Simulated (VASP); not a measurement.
A run of VASP 6.6.1 is set up as follows.

File INCAR:

```
PREC     = Accurate       # precision mode
ENCUT    = 520            # plane-wave cutoff, eV
EDIFF    = 1E-6           # SCF threshold, eV
ISMEAR   = 0              # smearing method
SIGMA    = 0.1            # smearing width, eV
LREAL    = F              # projectors in reciprocal space
LASPH    = T              # aspherical terms in the spheres
NELM     = 60             # most SCF steps
ALGO     = Normal         # electronic algorithm
ISIF     = 2              # what is computed and relaxed
LWAVE    = F              # write WAVECAR
LCHARG   = F              # write CHGCAR
LDIPOL   = T            
IDIPOL   = 3            
DIPOL    = 0.5 0.5 0.292
GGA      = PE             # functional
NBANDS   = 12             # bands
```

File KPOINTS:

```
regular mesh
0
Gamma
  9 9 1
```

POSCAR

```
Al
1.0
    2.8567582919      0.0000000000      0.0000000000
   -1.4283791460      2.4740252533      0.0000000000
    0.0000000000      0.0000000000     21.6013781961
Al
3
Direct
    0.6666666667      0.3333333333      0.1851733701
    0.3333333333      0.6666666667      0.2916813827
    0.0000000000      0.0000000000      0.3981865471
```

Potentials or basis: VASP PAW PBE potentials, release 64 (Al).

The run is started by

```console
$ cat potpaw_PBE.64/Al/POTCAR > POTCAR
$ mpirun -np 1 vasp_std > vasp.out
```

(1) What does it give for the largest force?

Answers

(1) 0.174 eV/Å.
